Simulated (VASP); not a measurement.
Here is a VASP 6.6.1 calculation.

The input INCAR:

```
SYSTEM = CdS
PREC     = Accurate       ! precision mode
ENCUT    = 600            ! plane-wave cutoff, eV
EDIFF    = 1E-6           ! SCF threshold, eV
ISMEAR   = 0              ! smearing method
SIGMA    = 0.01           ! smearing width, eV
LREAL    = .FALSE.        ! projectors in reciprocal space
LASPH    = .TRUE.         ! aspherical terms in the spheres
NELM     = 100            ! most SCF steps
ALGO     = Normal         ! electronic algorithm
ISIF     = 3              ! what is computed and relaxed
LWAVE    = .FALSE.        ! write WAVECAR
LCHARG   = .FALSE.        ! write CHGCAR
GGA      = CA             ! functional
IBRION   = 2              ! ionic algorithm
NSW      = 100            ! ionic steps
EDIFFG   = -0.002         ! ionic threshold
PSTRESS  = 70.0
```

The input KPOINTS:

```
regular mesh
0
G
  8 8 8
  0 0 0
```

File POSCAR:

```
CdS
1.0
    0.0000000000      2.8782620995      2.8782620995
    2.8782620995      0.0000000000      2.8782620995
    2.8782620995      2.8782620995      0.0000000000
Cd S
1 1
Direct
    0.0000000000      0.0000000000      0.0000000000
    0.7500000000      0.7500000000      0.7500000000
```

Potentials or basis: VASP PAW LDA potentials, release 64 (Cd, S).

The run is started by

```console
$ cat potpaw_LDA.64/Cd/POTCAR potpaw_LDA.64/S/POTCAR > POTCAR
$ mpirun -np 1 vasp_std > vasp.out
```

Predict the space group after relaxing (to 0.1 Å).

F-43m (No. 216).

Estimate the relaxed cell.

a = 3.967 Å, b = 3.967 Å, c = 3.967 Å, α = 60.00°, β = 60.00°, γ = 60.00°.

Final structure:
```yaml
crystal:
  lattice:
    - [0.00000, 2.80520, 2.80520]
    - [2.80520, 0.00000, 2.80520]
    - [2.80520, 2.80520, 0.00000]
  atoms:
    - { symbol: Cd, position: [0.00000, 0.00000, 0.00000] }
    - { symbol: S, position: [0.75000, 0.75000, 0.75000] }
```

Caveat: the cell is relaxed towards a set pressure, so the run minimises the enthalpy, not the energy. LDA usually gives volumes a few per cent too small.
